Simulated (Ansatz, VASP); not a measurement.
## CdO in VASP and in Ansatz

File POSCAR:

```
CdO
1.0
    0.0000000000      2.3573057052      2.3573057052
    2.3573057052      0.0000000000      2.3573057052
    2.3573057052      2.3573057052      0.0000000000
Cd O
1 1
Direct
    0.0000000000      0.0000000000      0.0000000000
    0.5000000000      0.5000000000      0.5000000000
```

File INCAR.step1:

```
  ALGO = Normal
  EDIFF = 1E-5
  ENCUT = 660
  GGA = PE
  GGA_COMPAT = F
  ISMEAR = 0
  LASPH = T
  LCHARG = F
  LREAL = F
  LWAVE = T
  NBANDS = 16
  NELM = 120
  PREC = Accurate
  SIGMA = 0.01
```

Contents of INCAR.step2:

```
  ALGO = Normal
  EDIFF = 1E-6
  ENCUT = 660
  GGA_COMPAT = F
  ISIF = 2
  ISMEAR = 0
  ISTART = 1
  LASPH = T
  LCHARG = F
  LMIXTAU = T
  LREAL = F
  LWAVE = F
  METAGGA = R2SCAN
  NBANDS = 16
  NELM = 120
  PREC = Accurate
  SIGMA = 0.01
```

File KPOINTS:

```
k-points
0
Gamma
  8 8 8
```

Input for Ansatz:

```yaml
crystal:
  lattice:
    - [0.0, 2.3573057051821387, 2.3573057051821387]
    - [2.3573057051821387, 0.0, 2.3573057051821387]
    - [2.3573057051821387, 2.3573057051821387, 0.0]
  atoms:
    - { symbol: Cd, position: [0.0, 0.0, 0.0] }
    - { symbol: O, position: [0.5, 0.5, 0.5] }
basis:
  ecutwfc: 530.0
kpoints:
  mp_grid:
    grid: [8, 8, 8]
hamiltonian:
  xc: r2scan
scf:
  occupations:
    method: fixed
output:
  stress: true
```

Alike in both runs: task single point; functional r2SCAN; k mesh 8 × 8 × 8; no spin polarisation.

|  | VASP | Ansatz |
| --- | --- | --- |
| version | VASP 6.6.1 | Ansatz 0.2.0 |
| potentials or method | VASP PAW PBE potentials, release 64 (Cd, O), cutoff 660 eV | plane waves, PAW |
| occupations | gaussian, width 0.01 eV | fixed |
| valence electrons in the cell | 18 | 26 |

|  | VASP | Ansatz | Ansatz less VASP |
| --- | --- | --- | --- |
| pressure (GPa) | 0.7 | -0.8 | -1.49 |

VASP's potentials were made for PBE, not for r2SCAN. VASP's potentials hold 18 valence electrons a cell and Ansatz's 26, so a difference there can come from the potentials and not from the codes.
